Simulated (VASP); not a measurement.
Wanted: the native input for a VASP 6.6.1 run.

```
Task                   : relaxation of cell and atoms
Functional             : PBE
Potentials or basis    : VASP PAW PBE potentials, release 64 (Be, Te)
Cutoff                 : 600 eV
k mesh                 : 4 × 4 × 4
Occupations            : gaussian, width 0.1 eV
Spin                   : no spin polarisation
Dipole correction      : no
Further INCAR settings : ALGO = Normal; EDIFF = 1e-07; IBRION = 2; EDIFFG = -0.04; NSW = 90; ISIF = 3
```

The structure of BeTe lies in POSCAR:

```
BeTe
1.0
    6.4417007000      0.0000000000      0.0000000000
    0.0000000000      3.9350711100      0.0000000000
    0.0000000000      0.0000000000      6.6144430500
Be Te
4 4
Direct
    0.8210678200      0.7500000000      0.4095370000
    0.6789321800      0.2500000000      0.9095370000
    0.3210678200      0.7500000000      0.0904630000
    0.1789321800      0.2500000000      0.5904630000
    0.8210678200      0.2500000000      0.5904630000
    0.6789321800      0.7500000000      0.0904630000
    0.3210678200      0.2500000000      0.9095370000
    0.1789321800      0.7500000000      0.4095370000
```

The cell was generated, and may not be a known phase.

One way to write it, as run:

INCAR

```
PREC = Accurate
ENCUT = 600
EDIFF = 1E-7
ISMEAR = 0
SIGMA = 0.1
LREAL = False
LASPH = True
NELM = 80
ALGO = Normal
ISIF = 3
LWAVE = False
LCHARG = False
GGA = PE
IBRION = 2
NSW = 90
EDIFFG = -0.04
```

KPOINTS

```
Automatic mesh
0
Gamma
  4 4 4
```

Potentials or basis: VASP PAW PBE potentials, release 64 (Be, Te).

Command:

```bash
$ cat potpaw_PBE.64/Be/POTCAR potpaw_PBE.64/Te/POTCAR > POTCAR
$ mpirun -np 1 vasp_std > vasp.out
```

It gave:

| Item | Value |
| --- | --- |
| Relaxed volume | 25.66 Å³/atom |
| Relaxed cell | a = 7.260 Å, b = 4.067 Å, c = 6.953 Å, α = 90.00°, β = 90.00°, γ = 90.00° |
| Space group after relaxing (to 0.1 Å) | Pnma (No. 62) |
| Energy gained by relaxing | 276.0 meV/atom |
| Ionic steps | 11 |
| Pressure after relaxing | 0.1 GPa |
| Largest force after relaxing | 0.037 eV/Å |
| Band gap on the k mesh | 2.26 eV |

Caveat: the volume moved by over 15 % at a fixed basis, so the end points are rough; spin-orbit coupling is left out, which moves the levels of the heavy elements.

Run time: 9.5 min on 1 thread of AMD EPYC 9R45 96-Core Processor (Zen 5), with other jobs on the host, peak memory 0.33 GiB.
